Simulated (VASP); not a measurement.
Runs of VASP 6.6.1 on NaOs3F. The structure is that of space group Pm-3m (No. 221), or close to it. The cells are those of the table. The cell was built from a structure type or drawn by symmetry, and may not be a known phase.

```csv
task,cell,k mesh,cutoff (eV),gap on the mesh (eV),pressure (GPa),moment (μB)
single point,"a = 4.227 Å, 5 atoms",4 × 4 × 4,520,none,7.0,(b)
single point,"a = 4.289 Å, 5 atoms",4 × 4 × 4,520,none,0.4,2.54
relaxation of cell and atoms,"relaxed from a = 4.227 Å, 5 atoms",4 × 4 × 4,600,none,0.0,2.55
single point,"a = 4.292 Å, 5 atoms",10 × 10 × 10,520,none,(a),2.24
```

Alike in all rows: level PBE; potentials or basis VASP PAW PBE potentials, release 64 (Na_pv, Os, F); spin collinear; smearing gaussian 0.1 eV.

**Question.** Estimate the missing entries.

**Answer.** (a) 0.3; (b) 2.16.

Caveats: some runs use coarse meshes; spin-orbit coupling is left out, which moves the levels of the heavy elements.

A k mesh can miss the band edges, and the runs leave out spin-orbit coupling on Os.

A gap of «none» marks levels without a gap at the run's occupations.
